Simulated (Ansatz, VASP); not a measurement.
One calculation of In, two programs

Contents of POSCAR:

```
In
1.0
   -1.6190646052      1.6612415974      2.5247666629
    1.6612415974     -1.6190646052      2.5247666629
    1.5669310712      1.5669310712     -2.4970521319
In
1
Direct
    0.0000000000      0.0000000000      0.0000000000
```

File INCAR.step1:

```
SYSTEM = In
  PREC = Accurate
  ENCUT = 520
  ISMEAR = -1
  SIGMA = 0.2
  LREAL = .False.
  LASPH = .True.
  NELM = 80
  NBANDS = 12
  GGA = PE
  ALGO = Normal
  EDIFF = 1E-4
  LWAVE = .True.
  LCHARG = .False.
```

INCAR.step2

```
SYSTEM = In
  PREC = Accurate
  ENCUT = 520
  EDIFF = 1E-6
  ISMEAR = -1
  SIGMA = 0.2
  LREAL = .False.
  LASPH = .True.
  NELM = 80
  ALGO = Normal
  ISIF = 2
  LWAVE = .False.
  LCHARG = .False.
  METAGGA = R2SCAN
  LMIXTAU = .True.
  NBANDS = 12
  ISTART = 1
```

File KPOINTS:

```
Automatic mesh
0
Gamma
  11 11 14
  0 0 0
```

Input for Ansatz:

```yaml
crystal:
  lattice:
    - [-1.6190646052, 1.6612415974, 2.5247666629]
    - [1.6612415974, -1.6190646052, 2.5247666629]
    - [1.5669310712, 1.5669310712, -2.4970521319]
  atoms:
    - { symbol: In, position: [0.0, 0.0, 0.0] }
hamiltonian:
  xc: r2scan
  pseudopotentials:
    kind: paw
    azcp:
      In: "pseudopotentials/In.paw.azcp"
basis:
  ecutwfc: 500
  fft_grid_basis: typed
kpoints:
  mp_grid: { grid: [11, 11, 14], shift: [0, 0, 0] }
magnetization:
  spin_polarized: false
scf:
  occupations: { method: fermi_dirac, width: 0.2 }
  lower_state_search: "off"
output:
  stress: true
```

Alike in both runs: task single point; functional r2SCAN; k mesh 11 × 11 × 14; occupations fermi-dirac, width 0.2 eV; no spin polarisation.

|  | VASP | Ansatz |
| --- | --- | --- |
| version | VASP 6.6.1 | Ansatz 0.2.0 |
| potentials or method | VASP PAW PBE potentials, release 64 (In_d), cutoff 520 eV | plane waves (500 eV) with PAW, scalar-relativistic |
| valence electrons in the cell | 13 | 13 |

|  | VASP | Ansatz | Ansatz less VASP |
| --- | --- | --- | --- |
| pressure (GPa) | 0.2 | 0.1 | -0.02 |
| traceless stress, the component that is largest in VASP (GPa) | -0.14 | -0.14 | +0.001 |

VASP's potentials were made for PBE, not for r2SCAN.
